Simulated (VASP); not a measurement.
**Cu: single point with PBEsol**

The system is Cu.

```
CELL_PARAMETERS angstrom
0.00000 1.80750 1.80750
1.80750 0.00000 1.80750
1.80750 1.80750 0.00000
ATOMIC_POSITIONS crystal
Cu 0.00000 0.00000 0.00000
```

```
Program             : VASP 6.6.1
Task                : single point
Functional          : PBEsol
Potentials or basis : VASP PAW PBE potentials, release 64 (Cu_sv_GW)
Cutoff              : 820 eV
k mesh              : 11 × 11 × 11
Occupations         : fermi-dirac, width 0.1 eV
Spin                : no spin polarisation
```

- Pressure: -7.6 GPa
- Band gap on the k mesh: zero (an odd number of electrons rules out a gap without spin polarisation)

Levels at points of the mesh, in eV from the Fermi level:
```csv
k point,band 7,band 8,band 9,band 10,band 11,band 12,band 13,band 14
"(0.00, 0.00, 0.00)",-3.08,-3.08,-2.24,-2.24,22.51,25.09,25.09,25.09
```

Wall time 36 s on 1 thread of AMD EPYC 7R43 64-Core Processor (Zen 3), with other jobs on the host, peak memory 0.13 GiB.

Caveat: the cell stands under tension; the PAW data sets were made with another functional, which shifts forces and pressure a little.
